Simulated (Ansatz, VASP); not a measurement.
# CaF2: VASP beside Ansatz

```
CELL_PARAMETERS angstrom
0.00000 2.75475 2.75475
2.75475 0.00000 2.75475
2.75475 2.75475 0.00000
ATOMIC_POSITIONS crystal
Ca 0.50000 0.50000 0.50000
F 0.25000 0.25000 0.25000
F 0.75000 0.75000 0.75000
```

Alike in both runs: task single point; functional PBE; k mesh 6 × 6 × 6; occupations gaussian, width 0.1 eV; no spin polarisation.

|  | VASP | Ansatz |
| --- | --- | --- |
| version | VASP 6.6.1 | Ansatz 0.2.0 |
| potentials or method | VASP PAW PBE potentials, release 64 (Ca_sv, F), cutoff 600 eV | scalar-relativistic, plane waves, PAW |
| valence electrons in the cell | 24 | 24 |

|  | VASP | Ansatz | Ansatz less VASP |
| --- | --- | --- | --- |
| gap on the k mesh at the Fermi level (eV) | 7.13 | 7.15 | +0.019 |
| least direct gap on the mesh (eV) | 7.38 | 7.40 | +0.019 |
| pressure (GPa) | 0.2 | 0.1 | -0.19 |

The functional is the same, so the differences come from potentials, cutoffs and numerics.
